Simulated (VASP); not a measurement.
A run of VASP 6.6.1:

File INCAR:

```
PREC = Accurate
ENCUT = 520
EDIFF = 1E-6
ISMEAR = 0
SIGMA = 0.1
LREAL = F
LASPH = T
NELM = 60
ALGO = Fast
ISIF = 2
LWAVE = F
LCHARG = F
GGA = PE
NBANDS = 27
```

The input KPOINTS:

```
Automatic mesh
0
Gamma
  10 10 4
```

Contents of POSCAR:

```
ScSb2P3
1.0
    3.5063784373      0.0000000000      0.0000000000
    0.0000000000      3.5063784373      0.0000000000
    0.0000000000      0.0000000000     10.9707894865
Sc Sb P
1 2 3
Direct
    0.0000000000      0.0000000000      0.0000000000
    0.5000000000      0.5000000000      0.2493335346
    0.5000000000      0.5000000000      0.7506664654
    0.0000000000      0.5000000000      0.5000000000
    0.5000000000      0.0000000000      0.5000000000
    0.5000000000      0.5000000000      0.0000000000
```

Potentials or basis: VASP PAW PBE potentials, release 64 (Sc_sv, Sb, P).

Launch:

```console
$ cat potpaw_PBE.64/Sc_sv/POTCAR potpaw_PBE.64/Sb/POTCAR potpaw_PBE.64/P/POTCAR > POTCAR
$ mpirun -np 1 vasp_std > vasp.out
```

Hardware: 1 thread of Oxide Virtual Turin-like Processor, with other jobs on the host.

How long does it take, and how much memory?

Run time: 8.1 min on 1 thread of Oxide Virtual Turin-like Processor, on a shared host, peak memory 0.35 GiB. Counts: scf iterations 16, k points 63.
